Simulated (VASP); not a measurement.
# CuO (P1) in VASP: a series of runs

The runs below take CuO through single point, with PBEsol, BLYP.

Program: VASP 6.6.1. These are calculated values, not measurements. Logs are shortened: lines on timing, memory, paths and dates and some standing lists are left out, and cuts for length are marked.

### 1 The cell of the first run

The typed cell holds 2 atoms: a = 3.052 Å, b = 3.052 Å, c = 3.052 Å, α = 60.00°, β = 60.00°, γ = 60.00°.

### 2 Single point, PBEsol

The input, INCAR:

```
ALGO = Normal ; EDIFF = 1E-6
ENCUT = 520 ; GGA = PS
ISIF = 2 ; ISMEAR = -1
LASPH = True ; LCHARG = False
LREAL = False ; LWAVE = False
NBANDS = 16 ; NELM = 60
PREC = Accurate ; SIGMA = 0.05
```

The input, KPOINTS:

```
k-points
0
Gamma
  11 11 11
```

The input, POSCAR:

```
CuO
1.0
    0.0000000000      2.1580717154      2.1580717154
    2.1580717154      0.0000000000      2.1580717154
    2.1580717154      2.1580717154      0.0000000000
Cu O
1 1
Direct
    0.0294977200      0.0281008700      0.9080259900
    0.4705022800      0.4718991300      0.5919740100
```

Potentials or basis: VASP PAW PBE potentials, release 64 (Cu, O).

Launch:

```sh
$ cat potpaw_PBE.64/Cu/POTCAR potpaw_PBE.64/O/POTCAR > POTCAR
$ mpirun -np 1 vasp_std > vasp.out
```

OUTCAR:

```text
EDIFF = 1E-6
   ENCUT = 520
   GGA = PS
   ISIF = 2
   ISMEAR = -1
   LASPH = True
   LREAL = False
   NELM = 60
   PREC = Accurate

 ion  position               nearest neighbor table
   1  0.029  0.028  0.908-   2 1.92   2 1.92   2 1.95
   2  0.471  0.472  0.592-   1 1.92   1 1.92   1 1.95

  LATTYP: Found a face centered cubic cell.
 ALAT       =     4.3161434308

  Lattice vectors:

 A1 = (   0.0000000000,   2.1580717154,   2.1580717154)
 A2 = (   2.1580717154,   0.0000000000,   2.1580717154)
 A3 = (   2.1580717154,   2.1580717154,   0.0000000000)

Analysis of symmetry for initial positions (statically):
=====================================================================
 Subroutine PRICEL returns:
 Original cell was already a primitive cell.

 Routine SETGRP: Setting up the symmetry group for a
 face centered cubic supercell.

 Subroutine GETGRP returns: Found  1 space group operations
 (whereof  1 operations were pure point group operations)
 out of a pool of 48 trial point group operations.

The static configuration has the point symmetry C_1 .

Analysis of symmetry for dynamics (positions and initial velocities):
=====================================================================
 Subroutine PRICEL returns:
 Original cell was already a primitive cell.

 Routine SETGRP: Setting up the symmetry group for a
 face centered cubic supercell.

 Subroutine GETGRP returns: Found  1 space group operations
 (whereof  1 operations were pure point group operations)
 out of a pool of 48 trial point group operations.

The dynamic configuration has the point symmetry C_1 .

 Subroutine INISYM returns: Found  1 space group operations
 (whereof  1 operations are pure point group operations),
 and found     1 'primitive' translations

----------------------------------------------------------------------------------------

                                     Primitive cell

  volume of cell :      20.1015

  direct lattice vectors                    reciprocal lattice vectors
     0.000000000  2.158071715  2.158071715    -0.231688315  0.231688315  0.231688315
     2.158071715  0.000000000  2.158071715     0.231688315 -0.231688315  0.231688315
     2.158071715  2.158071715  0.000000000     0.231688315  0.231688315 -0.231688315

  length of vectors
     3.051974288  3.051974288  3.051974288     0.401295934  0.401295934  0.401295934

  position of ions in fractional coordinates (direct lattice)
     0.029497720  0.028100870  0.908025990
     0.470502280  0.471899130  0.591974010

  ion indices of the primitive-cell ions
   primitive index   ion index
                 1           1
                 2           2

----------------------------------------------------------------------------------------

 KPOINTS: k-points

Automatic generation of k-mesh.
 Grid dimensions read from file:
 generate k-points for:   11   11   11

 Generating k-lattice:

  Cartesian coordinates                     Fractional coordinates (reciprocal lattice)
    -0.021062574  0.021062574  0.021062574     0.090909091  0.000000000  0.000000000
     0.021062574 -0.021062574  0.021062574     0.000000000  0.090909091  0.000000000
     0.021062574  0.021062574 -0.021062574     0.000000000  0.000000000  0.090909091

  Length of vectors
     0.036481449  0.036481449  0.036481449

  Shift w.r.t. Gamma in fractional coordinates (k-lattice)
     0.000000000  0.000000000  0.000000000

 Subroutine IBZKPT returns following result:
 ===========================================

 Found    666 irreducible k-points:

 Following reciprocal coordinates:
            Coordinates               Weight
  0.000000  0.000000  0.000000      1.000000
  0.090909  0.000000  0.000000      2.000000
  0.000000  0.090909  0.000000      2.000000
  0.000000  0.000000  0.090909      2.000000
  0.090909  0.090909  0.090909      2.000000
  0.181818  0.000000  0.000000      2.000000
[... 16 lines left out ...]
  0.000000  0.090909  0.090909      2.000000
  0.090909  0.000000  0.090909      2.000000
 [... further k-points ...]
   k-points           NKPTS =    666   k-points in BZ     NKDIM =    666   number of bands    NBANDS=     16
   number of dos      NEDOS =    301   number of ions     NIONS =      2
   total plane-waves  NPLWV =  13824
   dimension x,y,z NGX =    24 NGY =   24 NGZ =   24
   dimension x,y,z NGXF=    48 NGYF=   48 NGZF=   48
   ions per type =               1   1
   NGX,Y,Z   is equivalent  to a cutoff of  13.07, 13.07, 13.07 a.u.
   NGXF,Y,Z  is equivalent  to a cutoff of  26.15, 26.15, 26.15 a.u.
 SYSTEM =  unknown system
   PREC   = accura    normal or accurate (medium, high low for compatibility)
   ISTART =      0    job   : 0-new  1-cont  2-samecut
   ICHARG =      2    charge: 1-file 2-atom 10-const
   ISPIN  =      1    spin polarized calculation?
   LNONCOLLINEAR =      F non collinear calculations
   LSORBIT =      F    spin-orbit coupling
   LASPH  =      T    aspherical Exc in radial PAW
   ENCUT  =  520.0 eV  38.22 Ry    6.18 a.u.   5.67  5.67  5.67*2*pi/ulx,y,z
   NELM   =     60;   NELMIN=  2; NELMDL= -5     # of ELM steps
   EDIFF  = 0.1E-05   stopping-criterion for ELM
   LREAL  =      F    real-space projection
   EDIFFG = 0.1E-04   stopping-criterion for IOM
   NSW    =      0    number of steps for IOM
   IBRION =     -1    ionic relax: 0-MD 1-quasi-New 2-CG
   NFREE  =      0    steps in history (QN), initial steepest desc. (CG)
   ISIF   =      2    stress and relaxation
   ISYM   =      2    0-nonsym 1-usesym 2-fastsym
   POTIM  = 0.5000    time-step for ionic-motion
   TEBEG  =    0.0;   TEEND  =   0.0 temperature during run
   PSTRESS=    0.0 pullay stress
   NELECT =      17.0000    total number of electrons
   NUPDOWN=      -1.0000    fix difference up-down
   EMIN   =  10.00;   EMAX   =-10.00  energy-range for DOS
   EFERMI =   0.00;   METHOD = LEGACY
   ISMEAR =    -1;   SIGMA  =   0.05  broadening in eV -4-tet -1-fermi 0-gaus
   EFERMI_NEDOS =   21; number of points for ismear=-14 and -15
   IALGO  =     38    algorithm
   IMIX   =      4    mixing-type and parameters
     AMIX     =   0.40;   BMIX     =  1.00
     AMIX_MAG =   1.60;   BMIX_MAG =  1.00
  volume/ion in A,a.u.               =      10.05        67.83
  Fermi-wavevector in a.u.,A,eV,Ry     =   1.548158  2.925594 32.610349  2.396793
  Thomas-Fermi vector in A             =   2.653148
   LORBIT       =      0    0 simple, 1 ext, 2 COOP (PROOUT), +10 PAW based schemes
   GGA     = PS    functional components
   LHFCALC =     F    Hartree Fock is set to
   AEXX    =    0.0000 exact exchange contribution
   IVDW    =     0    specifies the selected vdW correction
   LEPSILON=     F    determine dielectric tensor
   LRPA    =     F    only Hartree local field effects (RPA)
 non-spin polarized calculation
  energy-cutoff  :      520.00
  volume of cell :       20.10
 maximum number of plane-waves:       556
   NGX = 11   NGY = 11   NGZ = 11

 number of electron      16.9999994 magnetization

 Free energy of the ion-electron system (eV)
  ---------------------------------------------------
  ext. energy  EPLUGINS =         0.00000000
  ---------------------------------------------------
  free energy    TOTEN  =       -10.10540235 eV

  energy without entropy =      -10.08244590  energy(sigma->0) =      -10.09392413

 E-fermi :   5.2513     XC(G=0): -12.2911

 val. band max:        5.2506670690   @ k =   0.0000   0.0909   0.0000
 cond. band min:       5.2525444588   @ k =   0.2727   0.2727  -0.2727
 fundamental gap:      0.0018773898
 Fermi energy:         5.2513074766

 k-point     1 :       0.0000    0.0000    0.0000
  band No.  band energies     occupation
      1     -13.8956      2.00000
      2       0.9924      2.00000
      3       1.0481      2.00000
      4       1.6834      2.00000
      5       2.9262      2.00000
      6       2.9566      2.00000
[... 8 lines left out ...]
     15      26.2893      0.00000
     16      26.3391      0.00000

 k-point     2 :       0.0909    0.0000    0.0000
  band No.  band energies     occupation
      1     -13.8198      2.00000
      2       0.6898      2.00000
      3       0.9986      2.00000
      4       1.7990      2.00000
      5       2.9098      2.00000
      6       2.9363      2.00000
[... 8 lines left out ...]
     15      25.7741      0.00000
     16      26.3373      0.00000

 k-point     3 :       0.0000    0.0909    0.0000
  band No.  band energies     occupation
      1     -13.8198      2.00000
      2       0.6829      2.00000
      3       1.0092      2.00000
      4       1.7974      2.00000
      5       2.9083      2.00000
      6       2.9358      2.00000
[... 8 lines left out ...]
     15      25.7821      0.00000
     16      26.3310      0.00000

 k-point     4 :       0.0000    0.0000    0.0909
  band No.  band energies     occupation
      1     -13.8211      2.00000
      2       0.8982      2.00000
      3       0.9537      2.00000
      4       1.4183      2.00000
      5       2.9630      2.00000
      6       2.9896      2.00000
[... 8 lines left out ...]
     15      25.8184      0.00000
     16      25.8631      0.00000

 k-point     5 :       0.0909    0.0909    0.0909
  band No.  band energies     occupation
      1     -13.8199      2.00000
      2       0.7197      2.00000
      3       0.9550      2.00000
      4       1.8054      2.00000
      5       2.9137      2.00000
      6       2.9387      2.00000
[... 8 lines left out ...]
     15      25.7435      0.00000
     16      26.3584      0.00000

 k-point     6 :       0.1818    0.0000    0.0000
  band No.  band energies     occupation
      1     -13.6096      2.00000
      2       0.0163      2.00000
      3       0.8908      2.00000
      4       1.9107      2.00000
      5       2.8407      2.00000
      6       2.9323      2.00000
[... 8 lines left out ...]
     15      25.6615      0.00000
     16      26.6962      0.00000

 k-point     7 :       0.0000    0.1818    0.0000
  band No.  band energies     occupation
      1     -13.6095      2.00000
      2       0.0110      2.00000
      3       0.9048      2.00000
      4       1.9095      2.00000
      5       2.8342      2.00000
      6       2.9324      2.00000
[... 8 lines left out ...]
     15      25.6641      0.00000
     16      26.7012      0.00000

 k-point     8 :       0.0000    0.0000    0.1818
  band No.  band energies     occupation
      1     -13.6143      2.00000
      2       0.6528      2.00000
      3       0.6744      2.00000
      4       0.7482      2.00000
      5       3.0658      2.00000
      6       3.0857      2.00000
[... 8 lines left out ...]
     15      25.8517      0.00000
     16      25.8737      0.00000

 k-point     9 :       0.1818    0.1818    0.1818
  band No.  band energies     occupation
      1     -13.6100      2.00000
      2       0.0369      2.00000
      3       0.8392      2.00000
      4       1.9142      2.00000
      5       2.8681      2.00000
      6       2.9273      2.00000
[... 8 lines left out ...]
     15      25.6509      0.00000
     16      26.6764      0.00000
[... 172 lines left out ...]
 k-point    19 :       0.0000    0.4545    0.0000
  band No.  band energies     occupation
      1     -12.8431      2.00000
      2      -1.8075      2.00000
      3       0.4951      2.00000
      4       1.3480      2.00000
      5       3.2366      2.00000
      6       3.2688      2.00000
[... 8 lines left out ...]
     15      28.7488      0.00000
     16      28.9713      0.00000

 k-point    20 :       0.0000    0.0000    0.4545
  band No.  band energies     occupation
      1     -12.8592      2.00000
      2      -1.4688      2.00000
      3       0.0422      2.00000
      4       0.1002      2.00000
      5       3.4259      2.00000
      6       3.4390      2.00000
[... 8 lines left out ...]
     15      28.9541      0.00000
     16      28.9736      0.00000

 k-point    21 :       0.4545    0.4545    0.4545
  band No.  band energies     occupation
      1     -12.8450      2.00000
      2      -1.7963      2.00000
      3       0.4130      2.00000
      4       1.3412      2.00000
      5       3.2625      2.00000
      6       3.2774      2.00000
[... 8 lines left out ...]
     15      28.7819      0.00000
     16      28.9702      0.00000

 k-point    22 :       0.0909    0.0909    0.0000
  band No.  band energies     occupation
      1     -13.7961      2.00000
      2       0.6810      2.00000
      3       0.9630      2.00000
      4       1.6921      2.00000
      5       2.9161      2.00000
      6       2.9695      2.00000
[... 8 lines left out ...]
     15      26.2861      0.00000
     16      27.5189      0.00000

 k-point    23 :       0.0000    0.0909    0.0909
  band No.  band energies     occupation
      1     -13.7957      2.00000
      2       0.6335      2.00000
      3       1.0138      2.00000
      4       1.6915      2.00000
      5       2.8914      2.00000
      6       2.9926      2.00000
[... 8 lines left out ...]
     15      26.2669      0.00000
     16      27.5427      0.00000

 k-point    24 :       0.0909    0.0000    0.0909
  band No.  band energies     occupation
      1     -13.7958      2.00000
      2       0.6434      2.00000
      3       1.0034      2.00000
      4       1.6912      2.00000
      5       2.8962      2.00000
      6       2.9882      2.00000
[... 8 lines left out ...]
     15      26.2708      0.00000
     16      27.5379      0.00000

 [... further k-points ...]
[... 5 lines left out ...]
  --------------------------------------------------------------------------------------
  -------------------------------------------------------------------------------------
  Total       -0.0440178     -0.1263320     -0.3859668     -0.2603068      0.1823388      0.1989650
  in kB       -3.5084193    -10.0692292    -30.7633035    -20.7476280     14.5332287     15.8584106
  external PRESSURE =     -14.7803173 kB  Pullay stress =       0.0000000 kB

 VOLUME and BASIS-vectors are now :
 -----------------------------------------------------------------------------
  energy-cutoff  :      520.00
  volume of cell :       20.10
      direct lattice vectors                 reciprocal lattice vectors
     0.000000000  2.158071715  2.158071715    -0.231688315  0.231688315  0.231688315
     2.158071715  0.000000000  2.158071715     0.231688315 -0.231688315  0.231688315
     2.158071715  2.158071715  0.000000000     0.231688315  0.231688315 -0.231688315

 POSITION                                       TOTAL-FORCE (eV/Angst)
 -----------------------------------------------------------------------------------
      2.02023      2.02324      0.12430         0.329134      0.288072     -0.168046
      2.29591      2.29290      2.03377        -0.329134     -0.288072      0.168046
 -----------------------------------------------------------------------------------
    total drift:                                0.000048      0.000236     -0.000860

  FREE ENERGIE OF THE ION-ELECTRON SYSTEM (eV)
  ---------------------------------------------------
  free  energy   TOTEN  =       -10.1054023544 eV

  energy  without entropy=      -10.0824459037  energy(sigma->0) =      -10.09392413
```

It took 3 min on 1 thread of Intel Xeon 8259CL, shared host; peak memory 0.32 GiB.

Results:

| Item | Value |
| --- | --- |
| Free energy | -10.1054 eV |
| Pressure | -1.5 GPa |
| Largest force | 0.469 eV/Å |
| Band gap on the k mesh | zero (an odd number of electrons rules out a gap without spin polarisation) |

Forces on the atoms (eV/Å):
```
Cu   0.329  0.288 -0.168
O   -0.329 -0.288  0.168
```

Levels at points of the mesh, in eV from the Fermi level:
```tsv
k point	band 6	band 7	band 8	band 9	band 10	band 11	band 12	band 13
(0.00, 0.00, 0.00)	-2.29	-0.46	-0.20	-0.17	1.21	16.49	17.56	17.68
```

Caveat: the PAW data sets were made with another functional, which shifts forces and pressure a little; an odd number of electrons without spin polarisation forces a metal; a magnetic or distorted state may lie lower; semilocal functionals often make such compounds metallic where correlation or magnetic order opens a gap, which also shifts bond lengths. With open d or f shells a metallic result of PBEsol can be an artefact of self-interaction; +U or a hybrid may open a gap.

(Part 1 of 2 ends here.)
